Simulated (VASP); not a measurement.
## Si3Ni: relaxation of cell and atoms with PBEsol

Si3Ni:

```
Si Ni
1.0
     0.00000    2.92291    2.92291
     2.92291    0.00000    2.92291
     2.92291    2.92291    0.00000
Si Ni
3 1
Direct
  0.25000 0.25000 0.25000
  0.75000 0.75000 0.75000
  0.50000 0.50000 0.50000
  0.00000 0.00000 0.00000
```

```
Program                : VASP 6.6.1
Task                   : relaxation of cell and atoms
Functional             : PBEsol
Potentials or basis    : VASP PAW PBE potentials, release 64 (Si, Ni)
Cutoff                 : 600 eV
k mesh                 : 12 × 12 × 12
Occupations            : gaussian, width 0.1 eV
Spin                   : no spin polarisation
Dipole correction      : no
Further INCAR settings : ALGO = Normal; EDIFF = 1e-06; IBRION = 2; EDIFFG = -0.01; NSW = 100; ISIF = 3
```

```
Relaxed volume                        : 12.93 Å³/atom
Relaxed cell                          : a = 4.182 Å, b = 4.182 Å, c = 4.182 Å, α = 60.00°, β = 60.00°, γ = 60.00°
Space group after relaxing (to 0.1 Å) : Fm-3m (No. 225)
Energy gained by relaxing             : 6.1 meV/atom
Ionic steps                           : 5
Pressure after relaxing               : -0.1 GPa
Band gap on the k mesh                : zero (bands 11 and 12 overlap by 1.79 eV)
```

The path:
```tsv
step	energy change (eV)	largest force (eV/Å)	pressure (GPa)	volume (Å³)
1	0.0000	0.0000	4.83	49.94
2	-0.0159	0.0000	-2.44	52.71
3	-0.0242	0.0000	0.33	51.64
4	-0.0241	0.0000	-0.25	51.76
5	-0.0242	0.0000	-0.11	51.71
```

Final structure:
```
Si Ni
1.0
     0.00000    2.95693    2.95693
     2.95693    0.00000    2.95693
     2.95693    2.95693    0.00000
Si Ni
3 1
Direct
  0.25000 0.25000 0.25000
  0.75000 0.75000 0.75000
  0.50000 0.50000 0.50000
  0.00000 0.00000 0.00000
```

Levels at points of the mesh, in eV from the Fermi level:
```tsv
k point	band 9	band 10	band 11	band 12	band 13	band 14
(0.00, 0.00, 0.00)	-2.21	-2.21	-0.48	0.34	0.34	0.34
(0.50, 0.00, 0.00)	-2.44	-2.44	-0.56	-0.56	0.71	5.04
(0.50, 0.50, 0.00)	-2.21	-1.42	-0.83	4.22	4.22	5.34
```

Wall time 3 min on 1 thread of AMD EPYC 9R45 96-Core Processor (Zen 5), with other jobs on the host, peak memory 0.22 GiB.

Caveat: the PAW data sets were made with another functional, which shifts forces and pressure a little. Spin polarisation is off, so any magnetic state and its effect on volume and gap are missing.
